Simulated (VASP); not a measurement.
# FeSe2 (Pnnm) in VASP: a series of runs, part 2 of 2

VASP 6.6.1. Earlier steps stand in the parts before.

### 3 Single point, LDA (volume scaled by 1.10, then relaxed in part)

Contents of INCAR:

```
PREC = Accurate ; ENCUT = 520
EDIFF = 1E-7 ; ISMEAR = 0
SIGMA = 0.02 ; LREAL = F
LASPH = T ; NELM = 100
ALGO = Normal ; ISIF = 2
LWAVE = F ; LCHARG = T
LELF = T ; LVHAR = T
NBANDS = 29
```

Contents of KPOINTS:

```
regular mesh
0
Gamma
  8 6 10
```

Contents of POSCAR:

```
FeSe2
1.0
    4.8543236222      0.0000000000      0.0000000000
    0.0000000000      5.8123916503      0.0000000000
    0.0000000000      0.0000000000      3.6258174931
Fe Se
2 4
Direct
    0.0000000000      0.0000000000      0.0000000000
    0.5000000000      0.5000000000      0.5000000000
    0.2224328023      0.3663471787      0.0000000000
    0.7775671977      0.6336528213      0.0000000000
    0.7224328023      0.1336528213      0.5000000000
    0.2775671977      0.8663471787      0.5000000000
```

Potentials or basis: VASP PAW LDA potentials, release 64 (Fe, Se).

On the command line:

```
$ cat potpaw_LDA.64/Fe/POTCAR potpaw_LDA.64/Se/POTCAR > POTCAR
$ mpirun -np 1 vasp_std > vasp.out
```

OUTCAR:

```text
PREC = Accurate
   ENCUT = 520
   EDIFF = 1E-7
   ISMEAR = 0
   LREAL = F
   LASPH = T
   NELM = 100
   ISIF = 2

 ion  position               nearest neighbor table
   1  0.000  0.000  0.000-   3 2.39   4 2.39   5 2.39   6 2.39   5 2.39   6 2.39
   2  0.500  0.500  0.500-   5 2.39   6 2.39   3 2.39   4 2.39   3 2.39   4 2.39
   3  0.222  0.366  0.000-   1 2.39   2 2.39   2 2.39   4 2.66
   4  0.778  0.634  0.000-   1 2.39   2 2.39   2 2.39   3 2.66
   5  0.722  0.134  0.500-   2 2.39   1 2.39   1 2.39   6 2.66
   6  0.278  0.866  0.500-   2 2.39   1 2.39   1 2.39   5 2.66

  LATTYP: Found a simple orthorhombic cell.
 ALAT       =     3.6258174931
 B/A-ratio  =     1.3388218330
 C/A-ratio  =     1.6030568724

  Lattice vectors:

 A1 = (   0.0000000000,   0.0000000000,   3.6258174931)
 A2 = (   4.8543236222,   0.0000000000,   0.0000000000)
 A3 = (   0.0000000000,   5.8123916503,   0.0000000000)

Analysis of symmetry for initial positions (statically):
=====================================================================
 Subroutine PRICEL returns:
 Original cell was already a primitive cell.

 Routine SETGRP: Setting up the symmetry group for a
 simple orthorhombic supercell.

 Subroutine GETGRP returns: Found  8 space group operations
 (whereof  4 operations were pure point group operations)
 out of a pool of  8 trial point group operations.

The static configuration has the point symmetry C_2h.
 The point group associated with its full space group is D_2h.

Analysis of symmetry for dynamics (positions and initial velocities):
=====================================================================
 Subroutine PRICEL returns:
 Original cell was already a primitive cell.

 Routine SETGRP: Setting up the symmetry group for a
 simple orthorhombic supercell.

 Subroutine GETGRP returns: Found  8 space group operations
 (whereof  4 operations were pure point group operations)
 out of a pool of  8 trial point group operations.

The dynamic configuration has the point symmetry C_2h.
[... 124 lines left out ...]
   EFERMI_NEDOS =   21; number of points for ismear=-14 and -15
   IALGO  =     38    algorithm
   IMIX   =      4    mixing-type and parameters
     AMIX     =   0.40;   BMIX     =  1.00
     AMIX_MAG =   1.60;   BMIX_MAG =  1.00
  volume/ion in A,a.u.               =      17.05       115.06
  Fermi-wavevector in a.u.,A,eV,Ry     =   1.197103  2.262197 19.497917  1.433056
  Thomas-Fermi vector in A             =   2.333027
   LORBIT       =      0    0 simple, 1 ext, 2 COOP (PROOUT), +10 PAW based schemes
   GGA     = CA    functional components
   LHFCALC =     F    Hartree Fock is set to
   AEXX    =    0.0000 exact exchange contribution
   IVDW    =     0    specifies the selected vdW correction
   LEPSILON=     F    determine dielectric tensor
   LRPA    =     F    only Hartree local field effects (RPA)
 non-spin polarized calculation
 Gauss-broadening in eV      SIGMA  =   0.02
  energy-cutoff  :      520.00
  volume of cell :      102.30
 maximum number of plane-waves:      2796
   NGX = 19   NGY = 21   NGZ = 13

 number of electron      39.9999993 magnetization

 Free energy of the ion-electron system (eV)
  ---------------------------------------------------
  ext. energy  EPLUGINS =         0.00000000
  ---------------------------------------------------
  free energy    TOTEN  =       -38.03630435 eV

  energy without entropy =      -38.03630435  energy(sigma->0) =      -38.03630435

 E-fermi :   5.8000     XC(G=0): -11.2762

 val. band max:        5.7099644140   @ k =   0.3750   0.0000   0.0000
 cond. band min:       5.9143825415   @ k =   0.0000   0.5000   0.5000
 fundamental gap:      0.2044181275
 Fermi energy:         5.8000377560

 k-point     1 :       0.0000    0.0000    0.0000
  band No.  band energies     occupation
      1     -10.0666      2.00000
      2      -7.8506      2.00000
      3      -7.0739      2.00000
      4      -6.5714      2.00000
      5      -1.1271      2.00000
      6       0.0536      2.00000
[... 757 lines left out ...]
     28      11.4260      0.00000
     29      12.1253      0.00000

 [... further k-points ...]
[... 5 lines left out ...]
  --------------------------------------------------------------------------------------
  -------------------------------------------------------------------------------------
  Total       -7.0536270     -6.9347775     -7.0229696     -0.0000000      0.0000000      0.0000000
  in kB     -110.4672484   -108.6059398   -109.9871217     -0.0000000      0.0000000      0.0000000
  external PRESSURE =    -109.6867700 kB  Pullay stress =       0.0000000 kB

 VOLUME and BASIS-vectors are now :
 -----------------------------------------------------------------------------
  energy-cutoff  :      520.00
  volume of cell :      102.30
      direct lattice vectors                 reciprocal lattice vectors
     4.854323622  0.000000000  0.000000000     0.206001923  0.000000000  0.000000000
     0.000000000  5.812391650  0.000000000     0.000000000  0.172046218  0.000000000
     0.000000000  0.000000000  3.625817493     0.000000000  0.000000000  0.275799872

 POSITION                                       TOTAL-FORCE (eV/Angst)
 -----------------------------------------------------------------------------------
      0.00000      0.00000      0.00000         0.000000      0.000000      0.000000
      2.42716      2.90620      1.81291         0.000000      0.000000      0.000000
      1.07976      2.12935      0.00000        -0.008786      0.002833      0.000000
      3.77456      3.68304      0.00000         0.008786     -0.002833      0.000000
      3.50692      0.77684      1.81291        -0.008786     -0.002833      0.000000
      1.34740      5.03555      1.81291         0.008786      0.002833      0.000000
 -----------------------------------------------------------------------------------
    total drift:                                0.000000      0.000000      0.000000

  FREE ENERGIE OF THE ION-ELECTRON SYSTEM (eV)
  ---------------------------------------------------
  free  energy   TOTEN  =       -38.0363043510 eV

  energy  without entropy=      -38.0363043510  energy(sigma->0) =      -38.03630435
```

stdout:

```text
POSCAR found type information on POSCAR FeSe
 POSCAR found :  2 types and       6 ions
 scaLAPACK will be used
 LDA part: xc-table for (Slater(with rela. corr.)+CA(PZ))
 , standard interpolation
 POSCAR, INCAR and KPOINTS ok, starting setup
 FFT: planning ... GRIDC
 FFT: planning ... GRID_SOFT
 FFT: planning ... GRID
 WAVECAR not read
 entering main loop
```

It took 6 min on 1 thread of Oxide Virtual Turin-like, shared host; peak memory 0.36 GiB.

What came out:

| Property | Result |
| --- | --- |
| Free energy | -38.0363 eV |
| Pressure | -11.0 GPa |
| Largest force | 0.009 eV/Å |
| Band gap on the k mesh | 0.20 eV, indirect (least direct gap 0.67 eV) |

Forces on the atoms (eV/Å):
```
Fe   0.000  0.000  0.000
Fe   0.000  0.000  0.000
Se  -0.009  0.003  0.000
Se   0.009 -0.003  0.000
Se  -0.009 -0.003  0.000
Se   0.009  0.003  0.000
```

Levels at points of the mesh, in eV from the valence-band top:
| k point | band 17 | band 18 | band 19 | band 20 | band 21 | band 22 | band 23 | band 24 |
| --- | --- | --- | --- | --- | --- | --- | --- | --- |
| (0.00, 0.00, 0.00) | -0.79 | -0.76 | -0.64 | -0.40 | 0.72 | 0.98 | 2.29 | 2.63 |
| (0.50, 0.00, 0.00) | -0.68 | -0.68 | -0.22 | -0.22 | 1.18 | 1.18 | 1.87 | 1.87 |
| (0.00, 0.50, 0.00) | -0.76 | -0.76 | -0.35 | -0.35 | 0.55 | 0.55 | 2.14 | 2.14 |
| (0.50, 0.50, 0.00) | -1.02 | -1.02 | -0.88 | -0.88 | 0.73 | 0.73 | 1.94 | 1.94 |
| (0.00, 0.00, 0.50) | -0.71 | -0.71 | -0.51 | -0.51 | 0.89 | 0.89 | 1.20 | 1.20 |
| (0.50, 0.00, 0.50) | -0.63 | -0.63 | -0.45 | -0.45 | 0.84 | 0.84 | 1.14 | 1.14 |
| (0.00, 0.50, 0.50) | -1.23 | -1.23 | -0.48 | -0.48 | 0.20 | 0.20 | 1.91 | 1.91 |
| (0.50, 0.50, 0.50) | -0.48 | -0.48 | -0.47 | -0.47 | 0.87 | 0.87 | 1.63 | 1.63 |
